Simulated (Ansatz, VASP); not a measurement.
N: VASP beside Ansatz

```
N
1.0
     9.00000    0.00000    0.00000
     0.00000    9.50000    0.00000
     0.00000    0.00000   10.00000
N
2
Direct
  0.50000 0.50000 0.44490
  0.50000 0.50000 0.55510
```

Alike in both runs: functional PBE; k mesh 1 × 1 × 1; occupations fermi-dirac, width 0.02 eV; no spin polarisation.

Ansatz relaxed the structure, and its values are those at the end. VASP's run is a single point on that final structure, the one shown.

|  | VASP | Ansatz |
| --- | --- | --- |
| version | VASP 6.6.1 | Ansatz 0.2.0 |
| potentials or method | VASP PAW PBE potentials, release 64 (N_h), cutoff 1000 eV | plane waves, PAW |
| valence electrons in the cell | 10 | 10 |

Ansatz gave:

- rms of the force components (eV/Å): 0.001

Task: What did VASP give for the same quantities?

Result: rms of the force components (eV/Å): 0.045.

Ansatz's warnings: stress scf threshold loose.
